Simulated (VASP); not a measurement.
# AlN (P6_3mc) in VASP: further runs, part 3 of 3

VASP 6.6.1. The steps go on from the part before.

### Step 4. Dielectric tensor, r2SCAN (strain +4.0%)

File INCAR:

```
SYSTEM = AlN
ALGO     = Normal         ! electronic algorithm
EDIFF    = 1E-8           ! SCF threshold, eV
ENCUT    = 520            ! plane-wave cutoff, eV
ISIF     = 2              ! what is computed and relaxed
ISMEAR   = 0              ! smearing method
LASPH    = .TRUE.         ! aspherical terms in the spheres
LCALCEPS = .TRUE.       
LCHARG   = .FALSE.        ! write CHGCAR
LMIXTAU  = .TRUE.       
LREAL    = .FALSE.        ! projectors in reciprocal space
LWAVE    = .FALSE.        ! write WAVECAR
METAGGA  = R2SCAN         ! meta-GGA
NELM     = 80             ! most SCF steps
PREC     = Accurate       ! precision mode
SIGMA    = 0.01           ! smearing width, eV
```

File KPOINTS:

```
k-points
0
G
  9 9 4
  0 0 0
```

File POSCAR:

```
AlN
1.0
    3.2309615106      0.0000000000      0.0000000000
   -1.6154807553      2.7980947468      0.0000000000
    0.0000000000      0.0000000000      5.1777352140
Al N
2 2
Direct
    0.3333333333      0.6666666667     -0.0028649891
    0.6666666667      0.3333333333      0.4971350109
    0.3333333333      0.6666666667      0.3778649891
    0.6666666667      0.3333333333      0.8778649891
```

Potentials or basis: VASP PAW PBE potentials, release 64 (Al, N).

Started as:

```sh
> cat potpaw_PBE.64/Al/POTCAR potpaw_PBE.64/N/POTCAR > POTCAR
> mpirun -np 1 vasp_std > vasp.out
```

OUTCAR:

```text
SYSTEM = AlN
   EDIFF = 1E-8
   ENCUT = 520
   ISIF = 2
   ISMEAR = 0
   LASPH = .TRUE.
   LREAL = .FALSE.
   METAGGA = R2SCAN
   NELM = 80
   PREC = Accurate

 ion  position               nearest neighbor table
   1  0.333  0.667  0.997-   4 1.96   4 1.96   4 1.96   3 1.97   2 3.19   2 3.19   2 3.19   2 3.19
                             2 3.19   2 3.19
   2  0.667  0.333  0.497-   3 1.96   3 1.96   3 1.96   4 1.97   1 3.19   1 3.19   1 3.19   1 3.19
                             1 3.19   1 3.19
   3  0.333  0.667  0.378-   2 1.96   2 1.96   2 1.96   1 1.97
   4  0.667  0.333  0.878-   1 1.96   1 1.96   1 1.96   2 1.97

  LATTYP: Found a hexagonal cell.
 ALAT       =     3.2309615106
 C/A-ratio  =     1.6025369529

  Lattice vectors:

 A1 = (   3.2309615106,   0.0000000000,   0.0000000000)
 A2 = (  -1.6154807553,   2.7980947468,   0.0000000000)
 A3 = (   0.0000000000,   0.0000000000,   5.1777352140)

Analysis of symmetry for initial positions (statically):
=====================================================================
 Subroutine PRICEL returns:
 Original cell was already a primitive cell.

 Routine SETGRP: Setting up the symmetry group for a
 hexagonal supercell.

 Subroutine GETGRP returns: Found 12 space group operations
 (whereof  6 operations were pure point group operations)
 out of a pool of 24 trial point group operations.

The static configuration has the point symmetry C_3v.
 The point group associated with its full space group is C_6v.

Analysis of symmetry for dynamics (positions and initial velocities):
=====================================================================
 Subroutine PRICEL returns:
 Original cell was already a primitive cell.

 Routine SETGRP: Setting up the symmetry group for a
 hexagonal supercell.

 Subroutine GETGRP returns: Found 12 space group operations
 (whereof  6 operations were pure point group operations)
 out of a pool of 24 trial point group operations.

The dynamic configuration has the point symmetry C_3v.
 The point group associated with its full space group is C_6v.

 Subroutine INISYM returns: Found 12 space group operations
 (whereof  6 operations are pure point group operations),
 and found     1 'primitive' translations

----------------------------------------------------------------------------------------

                                     Primitive cell

  volume of cell :      46.8095

  direct lattice vectors                    reciprocal lattice vectors
     3.230961511  0.000000000  0.000000000     0.309505389  0.178693020  0.000000000
    -1.615480755  2.798094747  0.000000000     0.000000000  0.357386040  0.000000000
     0.000000000  0.000000000  5.177735214     0.000000000  0.000000000  0.193134635

  length of vectors
     3.230961511  3.230961511  5.177735214     0.357386040  0.357386040  0.193134635

  position of ions in fractional coordinates (direct lattice)
     0.333333333  0.666666667  0.997135011
     0.666666667  0.333333333  0.497135011
     0.333333333  0.666666667  0.377864989
     0.666666667  0.333333333  0.877864989

  ion indices of the primitive-cell ions
   primitive index   ion index
                 1           1
                 2           2
                 3           3
                 4           4

[... 103 lines left out ...]
 non-spin polarized calculation
 Gauss-broadening in eV      SIGMA  =   0.01
  energy-cutoff  :      520.00
  volume of cell :       46.81
 maximum number of plane-waves:      1290
   NGX = 13   NGY = 13   NGZ = 19

 Total electronic dipole moment: p[elc]=(    -0.00000     0.00000    -0.26734 ) |e| Angst

 number of electron      16.0000004 magnetization

 Free energy of the ion-electron system (eV)
  ---------------------------------------------------
  ext. energy  EPLUGINS =         0.00000000
  ---------------------------------------------------
  free energy    TOTEN  =       -38.09260654 eV

  energy without entropy =      -38.09260654  energy(sigma->0) =      -38.09260654

 E-fermi :   4.8797     XC(G=0): -10.8935

 val. band max:        4.8370664694   @ k =   0.0000   0.0000   0.0000
 cond. band min:   10000.0000000000   @ k =   0.0000   0.0000   0.0000
 fundamental gap:   9995.1629335306
 Fermi energy:         4.8797449869

 k-point     1 :       0.0000    0.0000    0.0000
  band No.  band energies     occupation
      1     -10.4508      2.00000
      2      -8.6706      2.00000
      3      -0.7105      2.00000
      4       4.0279      2.00000
      5       4.0279      2.00000
      6       4.6595      2.00000
      7       4.6595      2.00000
      8       4.8371      2.00000
      9   10000.0000      0.00000
     10   10000.0000      0.00000
     11   10000.0000      0.00000
     12   10000.0000      0.00000
[... 331 lines left out ...]
 k-point    24 :       0.3333    0.3333    0.2500
  band No.  band energies     occupation
      1      -8.3599      2.00000
      2      -8.3599      2.00000
      3       0.6426      2.00000
      4       0.6426      2.00000
      5       0.6998      2.00000
      6       2.1662      2.00000
      7       3.4377      2.00000
      8       3.4377      2.00000
      9   10000.0000      0.00000
     10   10000.0000      0.00000
     11   10000.0000      0.00000
     12   10000.0000      0.00000

 [... further k-points ...]

------------------------ aborting loop because EDIFF is reached ----------------------------------------

            Ionic dipole moment: p[ion]=(     0.00000     0.00000    14.29811 ) |e| Angst

 Total electronic dipole moment: p[elc]=(    -0.00000    -0.00000    -0.25824 ) |e| Angst

 MACROSCOPIC STATIC DIELECTRIC TENSOR (including local field effects)
 ------------------------------------------------------
           4.351829     0.000000     0.000000
           0.000000     4.351829     0.000000
           0.000000    -0.000000     4.516739
 ------------------------------------------------------

 PIEZOELECTRIC TENSOR (including local field effects) (e Angst)
          XX          YY          ZZ          XY          YZ          ZX
  --------------------------------------------------------------------------------
  x     0.00000     0.00000    -0.00000     0.00000     0.00000     1.01796
  y     0.00000     0.00000     0.00000    -0.00000     1.01796     0.00000
  z     0.85130     0.85130    -1.39708     0.00000     0.00000     0.00000

 PIEZOELECTRIC TENSOR (including local field effects) (C/m^2)
          XX          YY          ZZ          XY          YZ          ZX
  --------------------------------------------------------------------------------
  x     0.00000     0.00000    -0.00000     0.00000     0.00000     0.34842
  y     0.00000     0.00000     0.00000    -0.00000     0.34842     0.00000
  z     0.29138     0.29138    -0.47819     0.00000     0.00000     0.00000

 BORN EFFECTIVE CHARGES (including local field effects) (in |e|, cummulative output)
 ---------------------------------------------------------------------------------
 ion    1
    1     2.51620     0.00000     0.00000
    2     0.00000     2.51620    -0.00000
    3     0.00000     0.00000     2.66584
 ion    2
    1     2.51620     0.00000     0.00000
    2     0.00000     2.51620     0.00000
    3     0.00000     0.00000     2.66584
 ion    3
    1    -2.51620     0.00000     0.00000
    2     0.00000    -2.51620    -0.00000
    3    -0.00000     0.00000    -2.66584
 ion    4
    1    -2.51620     0.00000     0.00000
    2     0.00000    -2.51620    -0.00000
    3     0.00000     0.00000    -2.66584

  FORCE on cell =-STRESS in cart. coord.  units (eV):
  Direction    XX          YY          ZZ          XY          YZ          ZX
  --------------------------------------------------------------------------------------
  -------------------------------------------------------------------------------------
  Total       -6.0406825     -6.0406825     -5.5779445      0.0000000      0.0000000      0.0000000
  in kB     -206.7581119   -206.7581119   -190.9196942      0.0000000      0.0000000      0.0000000
  external PRESSURE =    -201.4786393 kB  Pullay stress =       0.0000000 kB

 VOLUME and BASIS-vectors are now :
 -----------------------------------------------------------------------------
  energy-cutoff  :      520.00
  volume of cell :       46.81
      direct lattice vectors                 reciprocal lattice vectors
     3.230961511  0.000000000  0.000000000     0.309505389  0.178693020  0.000000000
    -1.615480755  2.798094747  0.000000000     0.000000000  0.357386040  0.000000000
     0.000000000  0.000000000  5.177735214     0.000000000  0.000000000  0.193134635

 POSITION                                       TOTAL-FORCE (eV/Angst)
 -----------------------------------------------------------------------------------
     -0.00000      1.86540      5.16290        -0.000000      0.000000      0.001102
      1.61548      0.93270      2.57403         0.000000     -0.000000      0.001102
     -0.00000      1.86540      1.95648        -0.000000     -0.000000     -0.001102
      1.61548      0.93270      4.54535         0.000000      0.000000     -0.001102
 -----------------------------------------------------------------------------------
    total drift:                                0.000000      0.000001      0.004274

  FREE ENERGIE OF THE ION-ELECTRON SYSTEM (eV)
  ---------------------------------------------------
  free  energy   TOTEN  =       -38.0926065352 eV

  energy  without entropy=      -38.0926065352  energy(sigma->0) =      -38.09260654
```

Run time: 21 min. Hardware: 1 thread of Intel Xeon Platinum 8559C (Emerald Rapids), shared host; peak memory 0.47 GiB.

What came out:

| Quantity | Value |
| --- | --- |
| Band gap on the k mesh | 3.88 eV |
| Electronic dielectric tensor (diagonal) | 4.35, 4.35, 4.52 |
| Born charges (mean of the diagonal) | Al +2.57; N -2.57 e |

Electronic dielectric tensor:
```
4.35 0.00 0.00
0.00 4.35 0.00
0.00 0.00 4.52
```

Born effective charge tensors (e):
atom 1, Al
```
2.52 0.00 0.00
0.00 2.52 0.00
0.00 0.00 2.67
```
atom 2, Al
```
2.52 0.00 0.00
0.00 2.52 0.00
0.00 0.00 2.67
```
atom 3, N
```
-2.52  0.00  0.00
 0.00 -2.52  0.00
 0.00  0.00 -2.67
```
atom 4, N
```
-2.52  0.00  0.00
 0.00 -2.52  0.00
 0.00  0.00 -2.67
```

Dipole moments of the cell (e·Å, modulo the quantum): ionic 0.000, 0.000, 14.298; electronic 0.000, 0.000, -0.258

Caveat: the cell differs from its parent crystal (strain +4.0%); the PAW data sets were made with another functional, which shifts forces and pressure a little.

### Step 5. The runs side by side

```tsv
task	level	potentials or basis	cell	k mesh	cutoff (eV)	GW scheme	GW iterations	cutoff of the response function	frequency points	empty bands	gap on the mesh (eV)
G0W0 quasiparticle levels	PBE	VASP PAW PBE potentials, release 64 (Al_GW, N_GW)	a = 3.013, b = 3.013, c = 4.829 Å, angles 90.0, 90.0, 120.0°, 4 atoms, atomic positions A	6 × 6 × 4	500	G0W0	1	150	96	158	-
dielectric tensor	r2SCAN	VASP PAW PBE potentials, release 64 (Al, N)	a = 3.200, b = 3.200, c = 5.128 Å, angles 90.0, 90.0, 120.0°, 4 atoms, atomic positions B	9 × 9 × 4	520	-	-	-	-	-	4.13
dielectric tensor	r2SCAN	VASP PAW PBE potentials, release 64 (Al, N)	a = 3.231, b = 3.231, c = 5.178 Å, angles 90.0, 90.0, 120.0°, 4 atoms, atomic positions C	9 × 9 × 4	520	-	-	-	-	-	3.88
```

Alike in all rows: no spin polarisation; smearing gaussian 0.01 eV.

Caveats: some runs use coarse meshes; the PAW data sets were made with another functional, which shifts forces and pressure a little (at least some runs); the cutoff is under 1.25 times the usual one of these potentials, so pressure, stress and relaxed cells hold a basis-set (Pulay) error (at least some runs); bands, screening cutoff and mesh are small and nothing is extrapolated, so the quasiparticle values aren't converged (at least some runs).

Total energies depend on the potentials used, so only differences within one code and one set of settings carry meaning.

The gap in the log of VASP goes by the Fermi energy; the results here count the filled bands.